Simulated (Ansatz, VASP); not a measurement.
Ta: VASP beside Ansatz

INCAR

```
ALGO     = Fast           # electronic algorithm
EDIFF    = 1E-6           # SCF threshold, eV
ENCUT    = 520            # plane-wave cutoff, eV
GGA      = PE             # functional
ISIF     = 2              # what is computed and relaxed
ISMEAR   = 0              # smearing method
LASPH    = T              # aspherical terms in the spheres
LCHARG   = T              # write CHGCAR
LELF     = T              # ELF
LREAL    = F              # projectors in reciprocal space
LVHAR    = T            
LWAVE    = F              # write WAVECAR
NBANDS   = 12             # bands
NELM     = 100            # most SCF steps
PREC     = Accurate       # precision mode
SIGMA    = 0.15           # smearing width, eV
```

The input KPOINTS:

```
k-points
0
Gamma
  18 18 18
```

Contents of POSCAR:

```
Ta
1.0
   -1.5682119726      1.6594835689      1.5350223012
    1.5682119726     -1.6594835689      1.5350223012
    1.5682119726      1.6594835689     -1.5350223012
Ta
1
Direct
    0.0000000000      0.0000000000      0.0000000000
```

Input for Ansatz:

```yaml
crystal:
  lattice:
    - [-1.5682119726, 1.6594835689, 1.5350223012]
    - [1.5682119726, -1.6594835689, 1.5350223012]
    - [1.5682119726, 1.6594835689, -1.5350223012]
  atoms:
    - { symbol: Ta, position: [0.0, 0.0, 0.0] }
basis:
  ecutwfc: 420
kpoints:
  mp_grid: { grid: [18, 18, 18] }
hamiltonian:
  xc: pbe
  pseudopotentials: { kind: paw, azcp: { folder: soft_1 } }
scf:
  occupations: { method: gaussian, width: 0.15 }
output:
  forces: true
  stress: true
  eigenvalues: true
  write_density: true
  write_potential: true
  elf: true
  volumetric_format: npy
```

Change from the starting cell: normal strain along x -0.0550, normal strain along z -0.0750.

Alike in both runs: task single point; functional PBE; k mesh 18 × 18 × 18; occupations gaussian, width 0.15 eV; no spin polarisation.

|  | VASP | Ansatz |
| --- | --- | --- |
| version | VASP 6.6.1 | Ansatz 0.2.0 |
| potentials or method | VASP PAW PBE potentials, release 64 (Ta_pv), cutoff 520 eV | scalar-relativistic, plane waves, PAW |
| valence electrons in the cell | 11 | 13 |

```tsv
	VASP	Ansatz	Ansatz less VASP
gap on the k mesh at the Fermi level (eV)	none	none	-
pressure (GPa)	34.7	34.3	-0.43
traceless stress, the component that is largest in VASP (GPa)	-7.32	-7.31	+0.006
```

A gap of «none» marks a metal or a gap that the smearing closes. Both programs put the cell under a high pressure, so it lies far from rest at this level. VASP's potentials hold 11 valence electrons a cell and Ansatz's 13, so a difference there can come from the potentials and not from the codes.

Neither program's run includes spin-orbit coupling.
